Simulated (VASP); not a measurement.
# B2Ru3 (P4/mmm) in VASP: further runs

B2Ru3 is run at these levels: PBE; tasks: single point.

Everything below comes from runs of VASP 6.6.1. Logs are shortened: lines on timing, memory, paths and dates and some standing lists are left out, and cuts for length are marked.

**1. The cell of the first run**

It takes space group P4/mmm (No. 123, tetragonal). Conventional cell: a = 3.800 Å, b = 3.800 Å, c = 3.742 Å, α = 90.00°, β = 90.00°, γ = 90.00°. B (site symmetry 4mm) has 2 B at 1.85 to 1.89 Å and 4 Ru at 2.12 Å within 2.5 Å. Within 2.5 Å of Ru (site symmetry 4/mmm) lie 4 Ru at 1.90 Å. Within 2.5 Å of Ru (site symmetry mmm) lie 2 Ru at 1.90 Å and 4 B at 2.12 Å.

The cell was generated, and may not be a known phase.

**2. Single point, PBE**

The input, INCAR:

```
SYSTEM = B2Ru3
PREC = Accurate
ENCUT = 520
EDIFF = 1E-7
ISMEAR = 0
SIGMA = 0.1
LREAL = .False.
LASPH = .True.
NELM = 60
ALGO = Fast
ISIF = 2
LWAVE = .False.
LCHARG = .True.
GGA = PE
LELF = .True.
LVHAR = .True.
NBANDS = 32
```

The input, KPOINTS:

```
regular mesh
0
Gamma
  4 4 4
  0 0 0
```

The input, POSCAR:

```
B2Ru3
1.0
    3.8002698500      0.0000000000      0.0000000000
    0.0000000000      3.8002698500      0.0000000000
    0.0000000000      0.0000000000      3.7423438300
B Ru
2 3
Direct
    0.5000000000      0.5000000000      0.2530764100
    0.5000000000      0.5000000000      0.7469235900
    0.0000000000      0.0000000000      0.0000000000
    0.0000000000      0.5000000000      0.0000000000
    0.5000000000      0.0000000000      0.0000000000
```

Potentials or basis: VASP PAW PBE potentials, release 64 (B, Ru_pv).

Launch:

```
cat potpaw_PBE.64/B/POTCAR potpaw_PBE.64/Ru_pv/POTCAR > POTCAR
mpirun -np 1 vasp_std > vasp.out
```

OUTCAR:

```text
SYSTEM = B2Ru3
   PREC = Accurate
   ENCUT = 520
   EDIFF = 1E-7
   ISMEAR = 0
   LREAL = .False.
   LASPH = .True.
   NELM = 60
   ISIF = 2
   GGA = PE

 ion  position               nearest neighbor table
   1  0.500  0.500  0.253-   2 1.85   2 1.89   5 2.12   4 2.12   5 2.12   4 2.12
   2  0.500  0.500  0.747-   1 1.85   1 1.89   4 2.12   5 2.12   5 2.12   4 2.12
   3  0.000  0.000  0.000-   4 1.90   5 1.90   4 1.90   5 1.90
   4  0.000  0.500  0.000-   3 1.90   3 1.90   1 2.12   2 2.12   1 2.12   2 2.12   5 2.69   5 2.69
                             5 2.69   5 2.69
   5  0.500  0.000  0.000-   3 1.90   3 1.90   1 2.12   1 2.12   2 2.12   2 2.12   4 2.69   4 2.69
                             4 2.69   4 2.69

  LATTYP: Found a simple tetragonal cell.
 ALAT       =     3.8002698500
 C/A-ratio  =     0.9847573930

  Lattice vectors:

 A1 = (   3.8002698500,   0.0000000000,   0.0000000000)
 A2 = (   0.0000000000,   3.8002698500,   0.0000000000)
 A3 = (   0.0000000000,   0.0000000000,   3.7423438300)

Analysis of symmetry for initial positions (statically):
=====================================================================
 Subroutine PRICEL returns:
 Original cell was already a primitive cell.

 Routine SETGRP: Setting up the symmetry group for a
 simple tetragonal supercell.

 Subroutine GETGRP returns: Found 16 space group operations
 (whereof 16 operations were pure point group operations)
 out of a pool of 16 trial point group operations.

The static configuration has the point symmetry D_4h.

Analysis of symmetry for dynamics (positions and initial velocities):
=====================================================================
 Subroutine PRICEL returns:
 Original cell was already a primitive cell.

 Routine SETGRP: Setting up the symmetry group for a
 simple tetragonal supercell.

 Subroutine GETGRP returns: Found 16 space group operations
 (whereof 16 operations were pure point group operations)
 out of a pool of 16 trial point group operations.

The dynamic configuration has the point symmetry D_4h.

 Subroutine INISYM returns: Found 16 space group operations
 (whereof 16 operations are pure point group operations),
 and found     1 'primitive' translations

----------------------------------------------------------------------------------------

                                     Primitive cell

  volume of cell :      54.0471

  direct lattice vectors                    reciprocal lattice vectors
     3.800269850  0.000000000  0.000000000     0.263139208  0.000000000  0.000000000
     0.000000000  3.800269850  0.000000000     0.000000000  0.263139208  0.000000000
     0.000000000  0.000000000  3.742343830     0.000000000  0.000000000  0.267212219

  length of vectors
     3.800269850  3.800269850  3.742343830     0.263139208  0.263139208  0.267212219

  position of ions in fractional coordinates (direct lattice)
     0.500000000  0.500000000  0.253076410
     0.500000000  0.500000000  0.746923590
     0.000000000  0.000000000  0.000000000
     0.000000000  0.500000000  0.000000000
     0.500000000  0.000000000  0.000000000

  ion indices of the primitive-cell ions
   primitive index   ion index
                 1           1
                 2           2
                 3           3
                 4           4
                 5           5

----------------------------------------------------------------------------------------

 KPOINTS: regular mesh

Automatic generation of k-mesh.
 Grid dimensions read from file:
 generate k-points for:    4    4    4

 Generating k-lattice:

  Cartesian coordinates                     Fractional coordinates (reciprocal lattice)
     0.065784802  0.000000000  0.000000000     0.250000000  0.000000000  0.000000000
     0.000000000  0.065784802  0.000000000     0.000000000  0.250000000  0.000000000
     0.000000000  0.000000000  0.066803055     0.000000000  0.000000000  0.250000000

  Length of vectors
     0.065784802  0.065784802  0.066803055

  Shift w.r.t. Gamma in fractional coordinates (k-lattice)
     0.000000000  0.000000000  0.000000000

 Subroutine IBZKPT returns following result:
 ===========================================

 Found     18 irreducible k-points:

 Following reciprocal coordinates:
            Coordinates               Weight
  0.000000  0.000000  0.000000      1.000000
  0.250000  0.000000  0.000000      4.000000
  0.500000  0.000000  0.000000      2.000000
  0.250000  0.250000  0.000000      4.000000
  0.500000  0.250000  0.000000      4.000000
  0.500000  0.500000  0.000000      1.000000
[... 10 lines left out ...]
  0.500000  0.250000  0.500000      4.000000
  0.500000  0.500000  0.500000      1.000000
   k-points           NKPTS =     18   k-points in BZ     NKDIM =     18   number of bands    NBANDS=     32
   number of dos      NEDOS =    301   number of ions     NIONS =      5
   total plane-waves  NPLWV =  21952
   dimension x,y,z NGX =    28 NGY =   28 NGZ =   28
   dimension x,y,z NGXF=    56 NGYF=   56 NGZF=   56
   ions per type =               2   3
   NGX,Y,Z   is equivalent  to a cutoff of  12.25, 12.25, 12.44 a.u.
   NGXF,Y,Z  is equivalent  to a cutoff of  24.50, 24.50, 24.88 a.u.
 SYSTEM =  B2Ru3
   PREC   = accura    normal or accurate (medium, high low for compatibility)
   ISTART =      0    job   : 0-new  1-cont  2-samecut
   ICHARG =      2    charge: 1-file 2-atom 10-const
   ISPIN  =      1    spin polarized calculation?
   LNONCOLLINEAR =      F non collinear calculations
   LSORBIT =      F    spin-orbit coupling
   LASPH  =      T    aspherical Exc in radial PAW
   ENCUT  =  520.0 eV  38.22 Ry    6.18 a.u.   7.07  7.07  6.96*2*pi/ulx,y,z
   NELM   =     60;   NELMIN=  2; NELMDL= -5     # of ELM steps
   EDIFF  = 0.1E-06   stopping-criterion for ELM
   LREAL  =      F    real-space projection
   EDIFFG = 0.1E-05   stopping-criterion for IOM
   NSW    =      0    number of steps for IOM
   IBRION =     -1    ionic relax: 0-MD 1-quasi-New 2-CG
   NFREE  =      0    steps in history (QN), initial steepest desc. (CG)
   ISIF   =      2    stress and relaxation
   ISYM   =      2    0-nonsym 1-usesym 2-fastsym
   POTIM  = 0.5000    time-step for ionic-motion
   TEBEG  =    0.0;   TEEND  =   0.0 temperature during run
   PSTRESS=    0.0 pullay stress
   NELECT =      48.0000    total number of electrons
   NUPDOWN=      -1.0000    fix difference up-down
   EMIN   =  10.00;   EMAX   =-10.00  energy-range for DOS
   EFERMI =   0.00;   METHOD = LEGACY
   ISMEAR =     0;   SIGMA  =   0.10  broadening in eV -4-tet -1-fermi 0-gaus
   EFERMI_NEDOS =   21; number of points for ismear=-14 and -15
   IALGO  =     68    algorithm
   IMIX   =      4    mixing-type and parameters
     AMIX     =   0.40;   BMIX     =  1.00
     AMIX_MAG =   1.60;   BMIX_MAG =  1.00
  volume/ion in A,a.u.               =      10.81        72.95
  Fermi-wavevector in a.u.,A,eV,Ry     =   1.573612  2.973696 33.691501  2.476255
  Thomas-Fermi vector in A             =   2.674870
   LORBIT       =      0    0 simple, 1 ext, 2 COOP (PROOUT), +10 PAW based schemes
   GGA     = PE    functional components
   LHFCALC =     F    Hartree Fock is set to
   AEXX    =    0.0000 exact exchange contribution
   IVDW    =     0    specifies the selected vdW correction
   LEPSILON=     F    determine dielectric tensor
   LRPA    =     F    only Hartree local field effects (RPA)
 non-spin polarized calculation
 RMM-DIIS sequential band-by-band and
 Gauss-broadening in eV      SIGMA  =   0.10
  energy-cutoff  :      520.00
  volume of cell :       54.05
 maximum number of plane-waves:      1476
   NGX = 15   NGY = 15   NGZ = 13

 number of electron      48.0000034 magnetization

 Free energy of the ion-electron system (eV)
  ---------------------------------------------------
  ext. energy  EPLUGINS =         0.00000000
  ---------------------------------------------------
  free energy    TOTEN  =       -19.47841669 eV

  energy without entropy =      -19.46477046  energy(sigma->0) =      -19.47159357

 E-fermi :  11.6369     XC(G=0): -13.1014

 val. band max:       11.6229947066   @ k =   0.0000   0.0000   0.5000
 cond. band min:      11.7533371073   @ k =   0.2500   0.2500   0.0000
 fundamental gap:      0.1303424007
 Fermi energy:        11.6369008310

 k-point     1 :       0.0000    0.0000    0.0000
  band No.  band energies     occupation
      1     -37.9985      2.00000
      2     -37.9985      2.00000
      3     -33.2456      2.00000
      4     -31.8556      2.00000
      5     -31.8556      2.00000
      6     -31.5614      2.00000
[... 24 lines left out ...]
     31      22.0078      0.00000
     32      22.0422      0.00000

 k-point     2 :       0.2500    0.0000    0.0000
  band No.  band energies     occupation
      1     -37.9769      2.00000
      2     -36.9541      2.00000
      3     -33.1425      2.00000
      4     -31.9256      2.00000
      5     -31.8898      2.00000
      6     -31.5917      2.00000
[... 24 lines left out ...]
     31      19.5928      0.00000
     32      20.6364      0.00000

 k-point     3 :       0.5000    0.0000    0.0000
  band No.  band energies     occupation
      1     -37.9550      2.00000
      2     -34.6449      2.00000
      3     -33.6876      2.00000
      4     -33.0222      2.00000
      5     -31.9246      2.00000
      6     -31.7433      2.00000
[... 24 lines left out ...]
     31      18.5744      0.00000
     32      19.3082      0.00000

 k-point     4 :       0.2500    0.2500    0.0000
  band No.  band energies     occupation
      1     -36.9290      2.00000
      2     -36.9286      2.00000
      3     -33.0290      2.00000
      4     -32.1269      2.00000
      5     -31.7309      2.00000
      6     -31.6057      2.00000
[... 444 lines left out ...]
     31      17.3761      0.00000
     32      19.9736      0.00000

 k-point    17 :       0.5000    0.2500    0.5000
  band No.  band energies     occupation
      1     -36.9021      2.00000
      2     -34.5783      2.00000
      3     -33.6862      2.00000
      4     -32.9059      2.00000
      5     -32.1760      2.00000
      6     -31.6626      2.00000
[... 24 lines left out ...]
     31      17.4352      0.00000
     32      19.7226      0.00000

 k-point    18 :       0.5000    0.5000    0.5000
  band No.  band energies     occupation
      1     -34.5067      2.00000
      2     -34.5067      2.00000
      3     -33.7025      2.00000
      4     -33.6686      2.00000
      5     -32.7381      2.00000
      6     -32.3477      2.00000
[... 24 lines left out ...]
     31      14.6058      0.00000
     32      17.0870      0.00000

------------------------ aborting loop because EDIFF is reached ----------------------------------------

  FORCE on cell =-STRESS in cart. coord.  units (eV):
  Direction    XX          YY          ZZ          XY          YZ          ZX
  --------------------------------------------------------------------------------------
  -------------------------------------------------------------------------------------
  Total       91.6914303     91.6914303      2.7383747      0.0000000      0.0000000      0.0000000
  in kB     2718.1083907   2718.1083907     81.1766071      0.0000000      0.0000000      0.0000000
  external PRESSURE =    1839.1311295 kB  Pullay stress =       0.0000000 kB

 VOLUME and BASIS-vectors are now :
 -----------------------------------------------------------------------------
  energy-cutoff  :      520.00
  volume of cell :       54.05
      direct lattice vectors                 reciprocal lattice vectors
     3.800269850  0.000000000  0.000000000     0.263139208  0.000000000  0.000000000
     0.000000000  3.800269850  0.000000000     0.000000000  0.263139208  0.000000000
     0.000000000  0.000000000  3.742343830     0.000000000  0.000000000  0.267212219

 POSITION                                       TOTAL-FORCE (eV/Angst)
 -----------------------------------------------------------------------------------
      1.90013      1.90013      0.94710        -0.000000      0.000000      2.962628
      1.90013      1.90013      2.79524         0.000000     -0.000000     -2.962628
      0.00000      0.00000      0.00000        -0.000000      0.000000      0.000000
      0.00000      1.90013      0.00000        -0.000000      0.000000      0.000000
      1.90013      0.00000      0.00000        -0.000000      0.000000      0.000000
 -----------------------------------------------------------------------------------
    total drift:                                0.000000     -0.000000     -0.000000

  FREE ENERGIE OF THE ION-ELECTRON SYSTEM (eV)
  ---------------------------------------------------
  free  energy   TOTEN  =       -19.4784166912 eV

  energy  without entropy=      -19.4647704555  energy(sigma->0) =      -19.47159357
```

Wall time 35 s (1 thread of AMD EPYC 7R43 (Zen 3), shared host); peak memory 0.13 GiB.

Results:

| Item | Value |
| --- | --- |
| Free energy | -19.4784 eV |
| Pressure | 183.9 GPa |
| Largest force | 2.963 eV/Å |
| Band gap on the k mesh | zero (bands 24 and 25 overlap by 3.42 eV) |

Forces in eV/Å, atoms in the order of the input:
```
B    0.000  0.000  2.963
B    0.000  0.000 -2.963
Ru   0.000  0.000  0.000
Ru   0.000  0.000  0.000
Ru   0.000  0.000  0.000
```

Caveat: the k points lie up to 0.42 Å⁻¹ apart, too coarse for converged energies and pressures of a metal; atoms lie so close that the PAW spheres overlap strongly, which falsifies energies and pressures; forces of over 1 eV/Å act on the atoms, so gaps and moduli don't describe the material at rest.

**3. Single point, PBE**

This run uses another cell than the first one, of 13.33 Å³/atom.

The input, INCAR:

```
SYSTEM = B2Ru3
ALGO = Normal
EDIFF = 1E-6
ENCUT = 520
GGA = PE
ISIF = 2
ISMEAR = 0
LASPH = .TRUE.
LCHARG = .FALSE.
LREAL = .FALSE.
LWAVE = .FALSE.
NBANDS = 32
NELM = 80
PREC = Accurate
SIGMA = 0.1
```

The input, KPOINTS:

```
k-points
0
G
  4 4 4
  0 0 0
```

The input, POSCAR:

```
B2Ru3
1.0
    4.6738036439      0.0000000000      0.0000000000
    0.0000000000      4.6738036439      0.0000000000
    0.0000000000      0.0000000000      3.0508249029
B Ru
2 3
Direct
    0.5000000000      0.5000000000      0.2497907693
    0.5000000000      0.5000000000      0.7502092307
    0.0000000000      0.0000000000      0.0000000000
    0.0000000000      0.5000000000      0.0000000000
    0.5000000000      0.0000000000      0.0000000000
```

Potentials or basis: VASP PAW PBE potentials, release 64 (B, Ru_pv).

Launch:

```
cat potpaw_PBE.64/B/POTCAR potpaw_PBE.64/Ru_pv/POTCAR > POTCAR
mpirun -np 1 vasp_std > vasp.out
```

Run time: 42 s. Hardware: 1 thread of AMD EPYC 7R43 (Zen 3), shared host; peak memory 0.15 GiB.

The run converged. Its results:

* Free energy: -36.2346 eV
* Pressure: 0.1 GPa
* Largest force: 0.025 eV/Å
* Band gap on the k mesh: zero (bands 24 and 25 overlap by 2.32 eV)

Forces on the atoms (eV/Å):
```
B    0.000  0.000  0.025
B    0.000  0.000 -0.025
Ru   0.000  0.000  0.000
Ru   0.000  0.000  0.000
Ru   0.000  0.000  0.000
```

Stress tensor (GPa, compression positive):
```
 0.30  0.00  0.00
 0.00  0.30  0.00
 0.00  0.00 -0.19
```

Levels at points of the mesh, in eV from the Fermi level:
| k point | band 20 | band 21 | band 22 | band 23 | band 24 | band 25 | band 26 | band 27 | band 28 | band 29 |
| --- | --- | --- | --- | --- | --- | --- | --- | --- | --- | --- |
| (0.00, 0.00, 0.00) | -2.29 | -0.93 | -0.52 | -0.52 | -0.24 | 0.76 | 1.53 | 1.60 | 1.60 | 2.81 |
| (0.50, 0.00, 0.00) | -1.72 | -1.55 | -1.45 | -1.36 | -0.92 | -0.66 | -0.35 | 1.12 | 1.59 | 2.24 |
| (0.50, 0.50, 0.00) | -2.35 | -1.76 | -1.27 | -1.27 | -1.23 | -1.23 | -0.54 | -0.03 | -0.03 | 0.00 |
| (0.00, 0.00, 0.50) | 0.05 | 0.05 | 0.23 | 1.05 | 1.05 | 1.05 | 1.43 | 1.62 | 2.01 | 3.09 |
| (0.50, 0.00, 0.50) | -1.59 | -1.34 | -0.64 | 0.21 | 0.67 | 0.93 | 1.07 | 1.99 | 2.26 | 2.58 |
| (0.50, 0.50, 0.50) | -2.03 | -1.65 | -1.33 | -1.18 | -0.31 | -0.01 | -0.01 | 0.73 | 0.73 | 3.27 |

Caveat: the k points lie up to 0.51 Å⁻¹ apart, too coarse for converged energies and pressures of a metal.

**4. Single point, PBE**

This run uses another cell than the first one, of 13.30 Å³/atom.

The input, INCAR:

```
ALGO = Normal
EDIFF = 1E-6
ENCUT = 520
GGA = PE
ISIF = 2
ISMEAR = 0
LASPH = True
LCHARG = False
LREAL = False
LWAVE = False
NBANDS = 32
NELM = 80
PREC = Accurate
SIGMA = 0.1
```

The input, KPOINTS:

```
k-points
0
Gamma
  4 4 6
```

The input, POSCAR:

```
B2Ru3
1.0
    4.6742802242      0.0000000000      0.0000000000
    0.0000000000      4.6742802242      0.0000000000
    0.0000000000      0.0000000000      3.0445372573
B Ru
2 3
Direct
    0.5000000000      0.5000000000      0.2493739647
    0.5000000000      0.5000000000      0.7506260353
    0.0000000000      0.0000000000      0.0000000000
    0.0000000000      0.5000000000      0.0000000000
    0.5000000000      0.0000000000      0.0000000000
```

Launch:

```
cat potpaw_PBE.64/B/POTCAR potpaw_PBE.64/Ru_pv/POTCAR > POTCAR
mpirun -np 1 vasp_std > vasp.out
```

Run time: 46 s. Hardware: 1 thread of AMD EPYC 7R43 (Zen 3), shared host; peak memory 0.16 GiB.

The run converged. Its results:

- Free energy: -36.2777 eV
- Pressure: 0.1 GPa
- Largest force: 0.019 eV/Å
- Band gap on the k mesh: zero (bands 24 and 25 overlap by 2.31 eV)

Forces on the atoms (eV/Å):
```
B    0.000  0.000  0.019
B    0.000  0.000 -0.019
Ru   0.000  0.000  0.000
Ru   0.000  0.000  0.000
Ru   0.000  0.000  0.000
```

Stress tensor (GPa, compression positive):
```
 0.27  0.00  0.00
 0.00  0.27  0.00
 0.00  0.00 -0.14
```

Levels at points of the mesh, in eV from the Fermi level:
```csv
k point,band 20,band 21,band 22,band 23,band 24,band 25,band 26,band 27,band 28,band 29
"(0.00, 0.00, 0.00)",-2.37,-1.01,-0.53,-0.53,-0.25,0.75,1.49,1.53,1.53,2.81
"(0.50, 0.00, 0.00)",-1.74,-1.61,-1.45,-1.41,-0.95,-0.67,-0.38,1.10,1.53,2.23
"(0.50, 0.50, 0.00)",-2.37,-1.82,-1.35,-1.35,-1.25,-1.23,-0.57,-0.05,-0.05,-0.02
"(0.00, 0.00, 0.50)",0.09,0.09,0.21,0.98,0.98,1.00,1.41,1.58,1.93,3.06
"(0.50, 0.00, 0.50)",-1.61,-1.40,-0.67,0.21,0.66,0.91,1.00,2.02,2.22,2.53
"(0.50, 0.50, 0.50)",-2.04,-1.70,-1.40,-1.22,-0.32,-0.03,-0.03,0.74,0.74,3.27
```

**5. Overview**

```csv
cell,k mesh,gap on the mesh (eV),pressure (GPa),largest force (eV/Å)
"a = 3.800, b = 3.800, c = 3.742 Å, 5 atoms, atomic positions A",4 × 4 × 4,none,183.9,2.96
"a = 4.674, b = 4.674, c = 3.051 Å, 5 atoms, atomic positions B",4 × 4 × 4,none,0.1,0.03
"a = 4.674, b = 4.674, c = 3.045 Å, 5 atoms, atomic positions C",4 × 4 × 6,none,0.1,0.02
```

Alike in all rows: task single point; level PBE; potentials or basis VASP PAW PBE potentials, release 64 (B, Ru_pv); no spin polarisation; cutoff (eV) 520; smearing gaussian 0.1 eV.

Caveats: some runs use coarse meshes; atoms lie so close that the PAW spheres overlap strongly, which falsifies energies and pressures (at least some runs); forces of over 1 eV/Å act on the atoms, so gaps and moduli don't describe the material at rest (at least some runs).

Absolute energies hang on the potentials; compare differences alone.

The gap in the log of VASP goes by the Fermi energy; the results here count the filled bands.